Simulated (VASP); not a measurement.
# BW5 (P6/mmm) in VASP: single point with PBE

Aim: the single point of BW5 with PBE.

All numbers are computed with VASP 6.6.1; they aren't measurements. Logs are shortened: lines on timing, memory, paths and dates and some standing lists are left out, and cuts for length are marked.

**1. The cell of the first run**

It takes space group P6/mmm (No. 191, hexagonal). Conventional cell: a = 4.528 Å, b = 4.528 Å, c = 5.190 Å, α = 90.00°, β = 90.00°, γ = 120.00°. B (site symmetry 6/mmm) has 14 W at 2.60 to 2.92 Å within 3.4 Å. Within 3.4 Å of W (site symmetry 3m) lie 8 W at 2.57 to 2.91 Å and 3 B at 2.92 Å. Within 3.4 Å of W (site symmetry 6/mmm) lie 2 B at 2.60 Å and 12 W at 2.91 Å.

**2. Single point, PBE**

Input file INCAR:

```
ALGO     = Normal         # electronic algorithm
EDIFF    = 1E-6           # SCF threshold, eV
ENCUT    = 500            # plane-wave cutoff, eV
GGA      = PE             # functional
GGA_COMPAT= F            
ISIF     = 2              # what is computed and relaxed
ISMEAR   = 0              # smearing method
LASPH    = T              # aspherical terms in the spheres
LCHARG   = F              # write CHGCAR
LREAL    = F              # projectors in reciprocal space
LWAVE    = F              # write WAVECAR
NBANDS   = 46             # bands
NELM     = 120            # most SCF steps
PREC     = Accurate       # precision mode
SIGMA    = 0.1            # smearing width, eV
```

Input file KPOINTS:

```
k-points
0
Gamma
  12 12 8
```

Input file POSCAR:

```
BW5
1.0
    4.5284746360      0.0000000000      0.0000000000
   -2.2642373180      3.9217740752      0.0000000000
    0.0000000000      0.0000000000      5.1900457480
B W
1 5
Direct
    0.0000000000      0.0000000000      0.5000000000
    0.6666666667      0.3333333333      0.7519827191
    0.0000000000      0.0000000000      0.0000000000
    0.6666666667      0.3333333333      0.2480172809
    0.3333333333      0.6666666667      0.2480172809
    0.3333333333      0.6666666667      0.7519827191
```

Potentials or basis: VASP PAW PBE potentials, release 64 (B, W_sv).

The run is started by

```
> cat potpaw_PBE.64/B/POTCAR potpaw_PBE.64/W_sv/POTCAR > POTCAR
> mpirun -np 1 vasp_std > vasp.out
```

OUTCAR:

```text
EDIFF = 1E-6
   ENCUT = 500
   GGA = PE
   ISIF = 2
   ISMEAR = 0
   LASPH = T
   LREAL = F
   NELM = 120
   PREC = Accurate

 ion  position               nearest neighbor table
   1  0.000  0.000  0.500-   3 2.60   3 2.60
   2  0.667  0.333  0.752-   4 2.57   6 2.61   6 2.61   6 2.61   4 2.62   3 2.91   3 2.91   3 2.91

   3  0.000  0.000  0.000-   1 2.60   1 2.60   4 2.91   5 2.91   6 2.91   2 2.91   2 2.91   4 2.91
                             5 2.91   6 2.91   2 2.91   4 2.91   5 2.91   6 2.91
   4  0.667  0.333  0.248-   2 2.57   5 2.61   5 2.61   5 2.61   2 2.62   3 2.91   3 2.91   3 2.91

   5  0.333  0.667  0.248-   6 2.57   4 2.61   4 2.61   4 2.61   6 2.62   3 2.91   3 2.91   3 2.91

   6  0.333  0.667  0.752-   5 2.57   2 2.61   2 2.61   2 2.61   5 2.62   3 2.91   3 2.91   3 2.91

  LATTYP: Found a hexagonal cell.
 ALAT       =     4.5284746360
 C/A-ratio  =     1.1460913807

  Lattice vectors:

 A1 = (   4.5284746360,   0.0000000000,   0.0000000000)
 A2 = (  -2.2642373180,   3.9217740752,   0.0000000000)
 A3 = (   0.0000000000,   0.0000000000,   5.1900457480)

Analysis of symmetry for initial positions (statically):
=====================================================================
 Subroutine PRICEL returns:
 Original cell was already a primitive cell.

 Routine SETGRP: Setting up the symmetry group for a
 hexagonal supercell.

 Subroutine GETGRP returns: Found 24 space group operations
 (whereof 24 operations were pure point group operations)
 out of a pool of 24 trial point group operations.

The static configuration has the point symmetry D_6h.

Analysis of symmetry for dynamics (positions and initial velocities):
=====================================================================
 Subroutine PRICEL returns:
 Original cell was already a primitive cell.

 Routine SETGRP: Setting up the symmetry group for a
 hexagonal supercell.

 Subroutine GETGRP returns: Found 24 space group operations
 (whereof 24 operations were pure point group operations)
 out of a pool of 24 trial point group operations.

The dynamic configuration has the point symmetry D_6h.

 Subroutine INISYM returns: Found 24 space group operations
 (whereof 24 operations are pure point group operations),
 and found     1 'primitive' translations

----------------------------------------------------------------------------------------

[... 103 lines left out ...]
   NSW    =      0    number of steps for IOM
   IBRION =     -1    ionic relax: 0-MD 1-quasi-New 2-CG
   NFREE  =      0    steps in history (QN), initial steepest desc. (CG)
   ISIF   =      2    stress and relaxation
   ISYM   =      2    0-nonsym 1-usesym 2-fastsym
   POTIM  = 0.5000    time-step for ionic-motion
   TEBEG  =    0.0;   TEEND  =   0.0 temperature during run
   PSTRESS=    0.0 pullay stress
   NELECT =      73.0000    total number of electrons
   NUPDOWN=      -1.0000    fix difference up-down
   EMIN   =  10.00;   EMAX   =-10.00  energy-range for DOS
   EFERMI =   0.00;   METHOD = LEGACY
   ISMEAR =     0;   SIGMA  =   0.10  broadening in eV -4-tet -1-fermi 0-gaus
   EFERMI_NEDOS =   21; number of points for ismear=-14 and -15
   IALGO  =     38    algorithm
   IMIX   =      4    mixing-type and parameters
     AMIX     =   0.40;   BMIX     =  1.00
     AMIX_MAG =   1.60;   BMIX_MAG =  1.00
  volume/ion in A,a.u.               =      15.36       103.67
  Fermi-wavevector in a.u.,A,eV,Ry     =   1.514656  2.862284 31.214234  2.294181
  Thomas-Fermi vector in A             =   2.624284
   LORBIT       =      0    0 simple, 1 ext, 2 COOP (PROOUT), +10 PAW based schemes
   GGA     = PE    functional components
   LHFCALC =     F    Hartree Fock is set to
   AEXX    =    0.0000 exact exchange contribution
   IVDW    =     0    specifies the selected vdW correction
   LEPSILON=     F    determine dielectric tensor
   LRPA    =     F    only Hartree local field effects (RPA)
 non-spin polarized calculation
 Gauss-broadening in eV      SIGMA  =   0.10
  energy-cutoff  :      500.00
  volume of cell :       92.17
 maximum number of plane-waves:      2365
 NGX is ok and might be reduce to    36
   NGX = 17   NGY = 17   NGZ = 19

 number of electron      72.9999999 magnetization

 Free energy of the ion-electron system (eV)
  ---------------------------------------------------
  ext. energy  EPLUGINS =         0.00000000
  ---------------------------------------------------
  free energy    TOTEN  =       -65.92568930 eV

  energy without entropy =      -65.88784063  energy(sigma->0) =      -65.90676497

 E-fermi :  10.2654     XC(G=0): -13.0964

 val. band max:       10.2620286457   @ k =   0.0000   0.0000   0.3750
 cond. band min:      10.2685675875   @ k =   0.2500   0.0833   0.1250
 fundamental gap:      0.0065389418
 Fermi energy:        10.2653788192

 k-point     1 :       0.0000    0.0000    0.0000
  band No.  band energies     occupation
      1     -63.9312      2.00000
      2     -63.7182      2.00000
      3     -63.6083      2.00000
      4     -63.5675      2.00000
      5     -63.4538      2.00000
      6     -28.8223      2.00000
[... 1165 lines left out ...]
     45      13.7004      0.00000
     46      13.7873      0.00000

 [... further k-points ...]

------------------------ aborting loop because EDIFF is reached ----------------------------------------

  FORCE on cell =-STRESS in cart. coord.  units (eV):
  Direction    XX          YY          ZZ          XY          YZ          ZX
  --------------------------------------------------------------------------------------
  -------------------------------------------------------------------------------------
  Total        0.3339155      0.3339155      0.4451381      0.0000000      0.0000000      0.0000000
  in kB        5.8041885      5.8041885      7.7374816      0.0000000      0.0000000      0.0000000
  external PRESSURE =       6.4486196 kB  Pullay stress =       0.0000000 kB

 VOLUME and BASIS-vectors are now :
 -----------------------------------------------------------------------------
  energy-cutoff  :      500.00
  volume of cell :       92.17
      direct lattice vectors                 reciprocal lattice vectors
     4.528474636  0.000000000  0.000000000     0.220824909  0.127493321  0.000000000
    -2.264237318  3.921774075  0.000000000     0.000000000  0.254986641  0.000000000
     0.000000000  0.000000000  5.190045748     0.000000000  0.000000000  0.192676529

 POSITION                                       TOTAL-FORCE (eV/Angst)
 -----------------------------------------------------------------------------------
      0.00000      0.00000      2.59502         0.000000      0.000000      0.000000
      2.26424      1.30726      3.90282        -0.000000     -0.000000     -0.012285
      0.00000      0.00000      0.00000         0.000000      0.000000      0.000000
      2.26424      1.30726      1.28722        -0.000000     -0.000000      0.012285
     -0.00000      2.61452      1.28722         0.000000      0.000000      0.012285
     -0.00000      2.61452      3.90282        -0.000000      0.000000     -0.012285
 -----------------------------------------------------------------------------------
    total drift:                               -0.000000      0.000000     -0.000000

  FREE ENERGIE OF THE ION-ELECTRON SYSTEM (eV)
  ---------------------------------------------------
  free  energy   TOTEN  =       -65.9256893003 eV

  energy  without entropy=      -65.8878406341  energy(sigma->0) =      -65.90676497
```

stdout:

```text
POSCAR found type information on POSCAR B W
 POSCAR found :  2 types and       6 ions
 scaLAPACK will be used
 LDA part: xc-table for (Slater+PW92), standard interpolation
 POSCAR, INCAR and KPOINTS ok, starting setup
 FFT: planning ... GRIDC
 FFT: planning ... GRID_SOFT
 FFT: planning ... GRID
 WAVECAR not read
 entering main loop
```

Wall time 4.2 min (1 thread of Oxide Virtual Turin-like, shared host); peak memory 0.37 GiB.

Results:

| Quantity | Value |
| --- | --- |
| Free energy | -65.9257 eV |
| Pressure | 0.6 GPa |
| Largest force | 0.012 eV/Å |
| Band gap on the k mesh | zero (an odd number of electrons rules out a gap without spin polarisation) |

Forces in eV/Å, atoms in the order of the input:
```
B    0.000  0.000  0.000
W    0.000  0.000 -0.012
W    0.000  0.000  0.000
W    0.000  0.000  0.012
W    0.000  0.000  0.012
W    0.000  0.000 -0.012
```

Stress tensor (GPa, compression positive):
```
0.58 0.00 0.00
0.00 0.58 0.00
0.00 0.00 0.77
```

Levels at points of the mesh, in eV from the Fermi level:
```csv
k point,band 35,band 36,band 37,band 38,band 39,band 40
"(0.00, 0.00, 0.00)",-1.43,0.13,0.13,0.71,0.71,1.21
"(0.50, 0.00, 0.00)",-0.96,0.11,0.34,0.68,1.10,1.65
"(0.00, 0.00, 0.50)",-0.27,-0.27,-0.22,-0.06,0.03,0.03
"(0.50, 0.00, 0.50)",-0.88,-0.51,-0.10,0.51,0.79,1.11
```

Caveat: spin-orbit coupling is left out, which moves the levels of the heavy elements.
